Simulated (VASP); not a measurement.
**Zr: single point with LDA**

Crystal: Zr.

```
Zr
1.0
    -1.81601    1.81601    1.81601
     1.81601   -1.81601    1.81601
     1.81601    1.81601   -1.81601
Zr
1
Direct
  0.00000 0.00000 0.00000
```

This cell differs from its parent crystal: volume scaled by 1.01.

```yaml
Program: VASP 6.6.1
Task: single point
Functional: LDA
Potentials_or_basis: VASP PAW LDA potentials, release 64 (Zr_sv)
Cutoff: 520 eV
k_mesh: 16 × 16 × 16
Occupations: fermi-dirac, width 0.03 eV
Spin: no spin polarisation
Dipole_correction: no
Further_INCAR_settings: ALGO = Normal; EDIFF = 1e-06; NBANDS = 12
```

```
Pressure               : -10.1 GPa
Band gap on the k mesh : zero (band 6 reaches 9.26 eV, above the bottom of band 7 at 7.50 eV)
```

Levels at points of the mesh, in eV from the Fermi level:
```csv
k point,band 2,band 3,band 4,band 5,band 6,band 7,band 8,band 9,band 10,band 11
"(0.00, 0.00, 0.00)",-25.97,-25.97,-25.97,-5.30,1.06,1.06,1.06,3.47,3.47,12.33
"(0.50, 0.00, 0.00)",-26.86,-26.25,-25.97,-2.71,-0.65,1.56,3.43,4.09,6.08,9.85
"(0.50, 0.50, 0.50)",-26.59,-26.59,-26.59,-2.42,-2.42,5.44,5.44,5.44,7.20,7.20
```

Run time: 13 s on 1 thread of Intel(R) Xeon(R) Platinum 8488C (Sapphire Rapids) (shared host), peak memory 0.15 GiB.
